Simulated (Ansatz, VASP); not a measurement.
## GaN in VASP and in Ansatz

```xyz
2
Lattice="0.0000 2.2491 2.2491 2.2491 0.0000 2.2491 2.2491 2.2491 0.0000" Properties=species:S:1:pos:R:3 pbc="T T T"
Ga   -0.0100   -0.0100   -0.0100
N     1.1246    1.1246    1.1246
```

Change from the starting cell: atom 1 moved by [-0.01, -0.01, -0.01] A.

Alike in both runs: task single point; functional PBEsol; k mesh 8 × 8 × 8; non-collinear spin, spin-orbit coupling.

|  | VASP | Ansatz |
| --- | --- | --- |
| version | VASP 6.6.1 | Ansatz 0.2.0 |
| potentials or method | VASP PAW PBE potentials, release 64 (Ga_d, N), cutoff 520 eV | all-electron LAPW |
| occupations | gaussian, width 0.01 eV | fixed |

```tsv
	VASP	Ansatz	Ansatz less VASP
pressure (GPa)	-0.2	0.0	+0.20
traceless stress, the component that is largest in VASP (GPa)	-0.55	-0.56	-0.015
rms of the force components (eV/Å)	0.116	0.118	+0.0016
net moment per atom (μB)	0.00	0.00	0.000
```

VASP's potentials were made for PBE, not for PBEsol. Atom by atom the forces differ by 0.002 eV/Å (rms over components). Ansatz ran all-electron here, and VASP with PAW potentials.
